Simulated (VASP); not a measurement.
# MoPbS4 (P4/mmm) in VASP: notebook

MoPbS4 is run at these levels: PBE; tasks: relaxation of cell and atoms, single point.

Everything below comes from runs of VASP 6.6.1. Logs are shortened: lines on timing, memory, paths and dates and some standing lists are left out, and cuts for length are marked.

### Step 1. The cell of the first run

It takes space group P4/mmm (No. 123, tetragonal). Conventional cell: a = 7.541 Å, b = 7.541 Å, c = 3.187 Å, α = 90.00°, β = 90.00°, γ = 90.00°. Mo (site symmetry 4/mmm) has 2 Mo at 3.19 Å and 8 S at 3.90 Å within 4.2 Å. Pb (site symmetry 4/mmm) has 4 S at 2.78 Å and 2 Pb at 3.19 Å within 3.7 Å. Within 2.6 Å of S (site symmetry m2m) lie 1 S at 1.98 Å.

The cell was built from a structure type or drawn by symmetry, and may not be a known phase.

### Step 2. Relaxation of cell and atoms, PBE, collinear spin

Input file INCAR:

```
SYSTEM = MoPbS4
  PREC = Accurate
  ENCUT = 600
  EDIFF = 1E-7
  ISMEAR = 0
  SIGMA = 0.1
  LREAL = .False.
  LASPH = .True.
  NELM = 150
  ALGO = Normal
  ISIF = 3
  LWAVE = .False.
  LCHARG = .False.
  ISPIN = 2
  MAGMOM = 4.3 0 0 0 0 0
  LORBIT = 11
  LMAXMIX = 4
  GGA = PE
  IBRION = 2
  NSW = 90
  EDIFFG = -0.04
```

Input file KPOINTS:

```
regular mesh
0
Gamma
  2 2 6
  0 0 0
```

Input file POSCAR:

```
MoPbS4
1.0
    7.5414784291      0.0000000000      0.0000000000
    0.0000000000      7.5414784291      0.0000000000
    0.0000000000      0.0000000000      3.1873610217
Mo Pb S
1 1 4
Direct
    0.0000000000      0.0000000000      0.0000000000
    0.5000000000      0.5000000000      0.0000000000
    0.1311162371      0.5000000000      0.0000000000
    0.8688837629      0.5000000000      0.0000000000
    0.5000000000      0.1311162371      0.0000000000
    0.5000000000      0.8688837629      0.0000000000
```

Potentials or basis: VASP PAW PBE potentials, release 64 (Mo_sv, Pb_d, S).

On the command line:

```bash
$ cat potpaw_PBE.64/Mo_sv/POTCAR potpaw_PBE.64/Pb_d/POTCAR potpaw_PBE.64/S/POTCAR > POTCAR
$ mpirun -np 1 vasp_std > vasp.out
```

OUTCAR:

```text
SYSTEM = MoPbS4
   PREC = Accurate
   ENCUT = 600
   EDIFF = 1E-7
   ISMEAR = 0
   LREAL = .False.
   LASPH = .True.
   NELM = 150
   ISIF = 3
   ISPIN = 2
   LORBIT = 11
   GGA = PE
   IBRION = 2
   NSW = 90
   EDIFFG = -0.04

 ion  position               nearest neighbor table
   1  0.000  0.000  0.000-
   2  0.500  0.500  0.000-   3 2.78   4 2.78   5 2.78   6 2.78
   3  0.131  0.500  0.000-   4 1.98   2 2.78
   4  0.869  0.500  0.000-   3 1.98   2 2.78
   5  0.500  0.131  0.000-   6 1.98   2 2.78
   6  0.500  0.869  0.000-   5 1.98   2 2.78

  LATTYP: Found a simple tetragonal cell.
 ALAT       =     7.5414784291
 C/A-ratio  =     0.4226440547

  Lattice vectors:

 A1 = (   7.5414784291,   0.0000000000,   0.0000000000)
 A2 = (   0.0000000000,   7.5414784291,   0.0000000000)
 A3 = (   0.0000000000,   0.0000000000,   3.1873610217)

Analysis of symmetry for initial positions (statically):
=====================================================================
 Subroutine PRICEL returns:
 Original cell was already a primitive cell.

 Routine SETGRP: Setting up the symmetry group for a
 simple tetragonal supercell.

 Subroutine GETGRP returns: Found 16 space group operations
 (whereof 16 operations were pure point group operations)
 out of a pool of 16 trial point group operations.

The static configuration has the point symmetry D_4h.

Analysis of symmetry for dynamics (positions and initial velocities):
=====================================================================
 Subroutine PRICEL returns:
 Original cell was already a primitive cell.

 Routine SETGRP: Setting up the symmetry group for a
 simple tetragonal supercell.

 Subroutine GETGRP returns: Found 16 space group operations
 (whereof 16 operations were pure point group operations)
 out of a pool of 16 trial point group operations.

The dynamic configuration has the point symmetry D_4h.

Analysis of structural, dynamic, and magnetic symmetry:
=====================================================================
 Subroutine PRICEL returns:
 Original cell was already a primitive cell.

 Routine SETGRP: Setting up the symmetry group for a
 simple tetragonal supercell.

[... 113 lines left out ...]
   EFERMI =   0.00;   METHOD = LEGACY
   ISMEAR =     0;   SIGMA  =   0.10  broadening in eV -4-tet -1-fermi 0-gaus
   EFERMI_NEDOS =   21; number of points for ismear=-14 and -15
   IALGO  =     38    algorithm
   IMIX   =      4    mixing-type and parameters
     AMIX     =   0.40;   BMIX     =  1.00
     AMIX_MAG =   1.60;   BMIX_MAG =  1.00
  volume/ion in A,a.u.               =      30.21       203.89
  Fermi-wavevector in a.u.,A,eV,Ry     =   1.079679  2.040297 15.860394  1.165706
  Thomas-Fermi vector in A             =   2.215650
   LORBIT       =     11    0 simple, 1 ext, 2 COOP (PROOUT), +10 PAW based schemes
   GGA     = PE    functional components
   LHFCALC =     F    Hartree Fock is set to
   AEXX    =    0.0000 exact exchange contribution
   IVDW    =     0    specifies the selected vdW correction
   LEPSILON=     F    determine dielectric tensor
   LRPA    =     F    only Hartree local field effects (RPA)
 conjugate gradient relaxation of ions
 spin polarized calculation
 Gauss-broadening in eV      SIGMA  =   0.10
  energy-cutoff  :      600.00
  volume of cell :      181.28
 maximum number of plane-waves:      6089
   NGX = 31   NGY = 31   NGZ = 13

--------------------------------------- Ionic step        1  -------------------------------------------

 number of electron      52.0000006 magnetization       4.4798536

 Free energy of the ion-electron system (eV)
  ---------------------------------------------------
  ext. energy  EPLUGINS =         0.00000000
  ---------------------------------------------------
  free energy    TOTEN  =       -23.77182440 eV

  energy without entropy =      -23.74543875  energy(sigma->0) =      -23.75863157

------------------------ aborting loop because EDIFF is reached ----------------------------------------

  FORCE on cell =-STRESS in cart. coord.  units (eV):
  Direction    XX          YY          ZZ          XY          YZ          ZX
  --------------------------------------------------------------------------------------
  -------------------------------------------------------------------------------------
  Total        1.5444796      1.5444796     -3.3055821      0.0000000      0.0000000      0.0000000
  in kB       13.6504989     13.6504989    -29.2155650      0.0000000      0.0000000      0.0000000
  external PRESSURE =      -0.6381891 kB  Pullay stress =       0.0000000 kB
[... 227 lines left out ...]
--------------------------------------- Ionic step        7  -------------------------------------------

 number of electron      51.9999994 magnetization       4.4558755

 Free energy of the ion-electron system (eV)
  ---------------------------------------------------
  ext. energy  EPLUGINS =         0.00000000
  ---------------------------------------------------
  free energy    TOTEN  =       -23.95069729 eV

  energy without entropy =      -23.93240828  energy(sigma->0) =      -23.94155278

 E-fermi :   3.2643     XC(G=0):  -8.4699

 val. band max:        3.2605705621   @ k =   0.0000   0.0000   0.5000
 cond. band min:       3.2746667496   @ k =   0.5000   0.5000   0.5000
 fundamental gap:      0.0140961875
 Fermi energy:         3.2643202271

 spin component 1

 k-point     1 :       0.0000    0.0000    0.0000
  band No.  band energies     occupation
      1     -58.3827      1.00000
      2     -32.6272      1.00000
      3     -32.6272      1.00000
      4     -32.3276      1.00000
      5     -14.7929      1.00000
      6     -14.2845      1.00000
[... 421 lines left out ...]
     32       7.4930      0.00000
     33       7.7732      0.00000
 Fermi energy:         3.2643202271

 spin component 2

 k-point     1 :       0.0000    0.0000    0.0000
  band No.  band energies     occupation
      1     -56.1117      1.00000
      2     -30.0552      1.00000
      3     -29.9680      1.00000
      4     -29.9680      1.00000
      5     -14.7922      1.00000
      6     -14.2832      1.00000
[... 454 lines left out ...]
  FREE ENERGIE OF THE ION-ELECTRON SYSTEM (eV)
  ---------------------------------------------------
  free  energy   TOTEN  =       -23.9506972905 eV

  energy  without entropy=      -23.9324082756  energy(sigma->0) =      -23.94155278

 reached required accuracy - stopping structural energy minimisation

 total charge

# of ion       s       p       d       tot
------------------------------------------
    1        2.263   5.976   3.855  12.094
    2        1.402   0.692   9.831  11.924
    3        1.376   2.250   0.000   3.626
    4        1.376   2.250   0.000   3.626
    5        1.376   2.250   0.000   3.626
    6        1.376   2.250   0.000   3.626
--------------------------------------------------
tot          9.169  15.668  13.686  38.523

 magnetization (x)

# of ion       s       p       d       tot
------------------------------------------
    1        0.105   0.030   3.386   3.521
    2        0.000   0.004   0.000   0.004
    3        0.001  -0.003   0.000  -0.003
    4        0.001  -0.003   0.000  -0.003
    5        0.001  -0.003   0.000  -0.003
    6        0.001  -0.003   0.000  -0.003
--------------------------------------------------
tot          0.109   0.020   3.386   3.515
```

Run time: 10 min. Hardware: 1 thread of AMD EPYC 9R45 (Zen 5), shared host; peak memory 0.44 GiB.

Results:

| Item | Value |
| --- | --- |
| Free energy | -23.9507 eV |
| Relaxed volume | 29.74 Å³/atom |
| Relaxed cell | a = 7.726 Å, b = 7.726 Å, c = 2.989 Å, α = 90.00°, β = 90.00°, γ = 90.00° |
| Space group after relaxing (to 0.1 Å) | P4/mmm (No. 123) |
| Energy gained by relaxing | 29.8 meV/atom |
| Ionic steps | 7 |
| Pressure after relaxing | 0.1 GPa |
| Largest force after relaxing | 0.015 eV/Å |
| Net moment | 4.46 μB per cell |
| Site moments | Mo +3.52; Pb +0.00; S -0.00 μB |
| Valence electrons inside the program's atomic spheres | Mo 12.09; Pb 11.92; S 3.63 |

Forces in eV/Å, atoms in the order of the input:
```
Mo   0.000  0.000  0.000
Pb   0.000  0.000  0.000
S   -0.015  0.000  0.000
S    0.015  0.000  0.000
S    0.000 -0.015  0.000
S    0.000  0.015  0.000
```

The path:
```tsv
step	energy change (eV)	largest force (eV/Å)	pressure (GPa)	volume (Å³)
1	0.0000	0.0637	-0.06	181.28
2	-0.1040	0.3823	-0.59	180.87
3	-0.1370	0.7753	-0.92	179.94
4	-0.1472	0.6444	-0.88	180.32
5	-0.1705	0.1998	0.64	176.69
6	-0.1775	0.0919	0.12	177.83
7	-0.1789	0.0145	0.10	178.43
```

Final structure:
```
Mo Pb S
1.0
     7.72592    0.00000    0.00000
     0.00000    7.72592    0.00000
     0.00000    0.00000    2.98937
Mo Pb S
1 1 4
Direct
  0.00000 0.00000 0.00000
  0.50000 0.50000 0.00000
  0.12770 0.50000 0.00000
  0.87230 0.50000 0.00000
  0.50000 0.12770 0.00000
  0.50000 0.87230 0.00000
```

Levels at points of the mesh, in eV from the Fermi level:
Spin up:
| k point | band 24 | band 25 | band 26 | band 27 | band 28 | band 29 | band 30 | band 31 | band 32 | band 33 |
| --- | --- | --- | --- | --- | --- | --- | --- | --- | --- | --- |
| (0.00, 0.00, 0.00) | -0.94 | -0.75 | -0.72 | -0.69 | -0.34 | 0.23 | 0.23 | 2.22 | 2.22 | 3.21 |
| (0.50, 0.00, 0.00) | -0.72 | -0.70 | -0.70 | -0.01 | 0.23 | 0.24 | 1.74 | 1.93 | 2.16 | 2.22 |
| (0.50, 0.50, 0.00) | -0.71 | -0.71 | -0.40 | 0.24 | 0.24 | 1.80 | 1.80 | 2.06 | 2.26 | 2.51 |
| (0.00, 0.00, 0.50) | -2.15 | -2.15 | -1.03 | -0.80 | -0.13 | 0.00 | 0.56 | 1.16 | 1.16 | 2.44 |
| (0.50, 0.00, 0.50) | -2.14 | -1.60 | -0.88 | -0.74 | -0.04 | 0.10 | 0.11 | 1.50 | 2.23 | 4.27 |
| (0.50, 0.50, 0.50) | -2.13 | -1.23 | -0.77 | -0.60 | 0.03 | 0.03 | 0.25 | 2.03 | 4.23 | 4.51 |
Spin down:
```tsv
k point	band 21	band 22	band 23	band 24	band 25	band 26	band 27	band 28
(0.00, 0.00, 0.00)	-0.93	-0.93	-0.75	-0.69	-0.37	0.83	1.59	1.92
(0.50, 0.00, 0.00)	-1.03	-0.72	-0.70	-0.23	1.14	1.69	1.83	1.97
(0.50, 0.50, 0.00)	-1.16	-0.70	-0.70	1.61	1.83	1.92	1.98	1.98
(0.00, 0.00, 0.50)	-2.60	-2.58	-2.58	-0.42	0.35	0.35	0.53	1.17
(0.50, 0.00, 0.50)	-3.01	-2.58	-1.62	-0.22	0.08	0.34	0.41	1.44
(0.50, 0.50, 0.50)	-2.82	-2.40	-1.23	0.01	0.01	0.40	0.40	2.27
```

Caveat: the k points lie up to 0.41 Å⁻¹ apart in the final cell; spin-orbit coupling is left out, which moves the levels of the heavy elements.

### Step 3. Single point, PBE, collinear spin

Input file INCAR:

```
ALGO = Normal
EDIFF = 1E-7
ENCUT = 520
GGA = PE
ISIF = 2
ISMEAR = 0
ISPIN = 2
LASPH = T
LCHARG = F
LMAXMIX = 4
LORBIT = 11
LREAL = F
LWAVE = F
MAGMOM = 1 0 0 0 0 0
NBANDS = 39
NELM = 150
PREC = Accurate
SIGMA = 0.1
```

Input file KPOINTS:

```
k-points
0
Gamma
  4 4 4
```

POSCAR is that of step 2.

Potentials or basis: VASP PAW PBE potentials, release 64 (Mo_sv, Pb_d, S).

On the command line:

```bash
$ cat potpaw_PBE.64/Mo_sv/POTCAR potpaw_PBE.64/Pb_d/POTCAR potpaw_PBE.64/S/POTCAR > POTCAR
$ mpirun -np 1 vasp_std > vasp.out
```

It took 3.4 min on 1 thread of AMD EPYC 9R45 (Zen 5), shared host; peak memory 0.4 GiB.

It converged, with:

- Free energy: -23.8399 eV
- Pressure: -0.2 GPa
- Largest force: 0.177 eV/Å
- Net moment: 4.45 μB per cell
- Site moments: Mo +3.81; Pb +0.01; S -0.07 μB
- Valence electrons inside the program's atomic spheres: Mo 12.07; Pb 11.89; S 3.64

Forces in eV/Å, atoms in the order of the input:
```
Mo   0.000  0.000  0.000
Pb   0.000  0.000  0.000
S   -0.177  0.000  0.000
S    0.177  0.000  0.000
S    0.000 -0.177  0.000
S    0.000  0.177  0.000
```

Stress tensor (GPa, compression positive):
```
-0.27  0.00  0.00
 0.00 -0.27  0.00
 0.00  0.00 -0.03
```

Levels at points of the mesh, in eV from the Fermi level:
Spin up:
```csv
k point,band 26,band 27,band 28,band 29,band 30,band 31
"(0.00, 0.00, 0.00)",-0.32,-0.32,-0.07,-0.07,0.20,1.93
"(0.50, 0.00, 0.00)",-0.28,-0.07,-0.06,0.58,1.82,1.93
"(0.50, 0.50, 0.00)",-0.06,-0.06,0.07,1.65,1.99,2.40
"(0.00, 0.00, 0.50)",-1.04,-0.71,-0.19,0.12,0.79,1.11
"(0.50, 0.00, 0.50)",-0.64,-0.51,0.02,0.10,0.22,1.57
"(0.50, 0.50, 0.50)",-0.44,-0.06,0.12,0.12,0.26,1.74
```
Spin down:
```
           k point  band 22  band 23  band 24  band 25  band 26  band 27
(0.00, 0.00, 0.00)    -0.90    -0.33    -0.33    -0.02     1.20     1.82
(0.50, 0.00, 0.00)    -0.78    -0.75     0.26     1.51     1.71     1.82
(0.50, 0.50, 0.00)    -0.88    -0.70     1.55     1.88     1.90     2.28
(0.00, 0.00, 0.50)    -1.79    -1.72    -0.62     0.56     1.04     1.04
(0.50, 0.00, 0.50)    -1.79    -0.58    -0.37     0.01     1.02     1.13
(0.50, 0.50, 0.50)    -1.54    -0.11    -0.07    -0.07     1.12     1.12
```

Caveat: the k points lie up to 0.49 Å⁻¹ apart; spin-orbit coupling is left out, which moves the levels of the heavy elements.
